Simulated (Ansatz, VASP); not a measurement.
**SiSb3Au: VASP beside Ansatz**

```
Si Sb Au
1.0
     5.22023    0.00000    0.00000
     0.00000    5.22023    0.00000
     0.00000    0.00000    5.22023
Si Sb Au
1 3 1
Direct
  0.50000 0.50000 0.50000
  0.00000 0.50000 0.50000
  0.50000 0.00000 0.50000
  0.50000 0.50000 0.00000
  0.00000 0.00000 0.00000
```

Alike in both runs: task single point; functional PBE; k mesh 4 × 4 × 4; occupations gaussian, width 0.1 eV; no spin polarisation.

```csv
,VASP,Ansatz
version,VASP 6.6.1,Ansatz 0.2.0
potentials or method,"VASP PAW PBE potentials, release 64 (Si, Sb, Au), cutoff 520 eV","scalar-relativistic, plane waves, PAW"
valence electrons in the cell,30,68
```

```csv
,VASP,Ansatz,Ansatz less VASP
gap on the k mesh at the Fermi level (eV),none,none,-
pressure (GPa),-2.0,-2.0,-0.03
```

A gap of «none» marks a metal or a gap that the smearing closes. VASP's potentials hold 30 valence electrons a cell and Ansatz's 68, so a difference there can come from the potentials and not from the codes.

Neither program's run includes spin-orbit coupling.
